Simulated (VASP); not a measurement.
Wanted: the native input for a VASP 6.6.1 run.

```
Task                   : single point
Functional             : revPBE
Potentials or basis    : VASP PAW PBE potentials, release 64 (Pd)
Cutoff                 : 520 eV
k mesh                 : 8 × 8 × 12
Occupations            : fermi-dirac, width 0.1 eV
Spin                   : no spin polarisation
Dipole correction      : no
Further INCAR settings : ALGO = Normal; EDIFF = 1e-07; NBANDS = 22
```

The structure of Pd lies in POSCAR:

```
Pd
1.0
    4.5353183976      0.0000000000      0.0000000000
   -2.2676591988      3.9277009466      0.0000000000
    0.0000000000      0.0000000000      2.6990696916
Pd
3
Direct
    0.0000000000      0.0000000000      1.0000000000
    0.3333333333      0.6666666667      0.5000000000
    0.6666666667      0.3333333333      0.5000000000
```

This isn't the form of Pd at room conditions, which is fcc.

These files were run (other wordings do the same):

INCAR

```
SYSTEM = Pd
PREC = Accurate ; ENCUT = 520
EDIFF = 1E-7 ; ISMEAR = -1
SIGMA = 0.1 ; LREAL = .False.
LASPH = .True. ; NELM = 60
ALGO = Normal ; ISIF = 2
LWAVE = .False. ; LCHARG = .False.
GGA = RE ; NBANDS = 22
```

KPOINTS

```
Automatic mesh
0
Gamma
  8 8 12
  0 0 0
```

Potentials or basis: VASP PAW PBE potentials, release 64 (Pd).

Command:

```bash
$ cat potpaw_PBE.64/Pd/POTCAR > POTCAR
$ mpirun -np 1 vasp_std > vasp.out
```

Results of the run:

| Quantity | Value |
| --- | --- |
| Pressure | -0.3 GPa |
| Band gap on the k mesh | zero (bands 15 and 16 overlap by 0.86 eV) |

Caveat: the PAW data sets were made with another functional, which shifts forces and pressure a little.

It took 24 s on 1 thread of Intel(R) Xeon(R) 6975P-C (Granite Rapids) (shared host), peak memory 0.2 GiB.
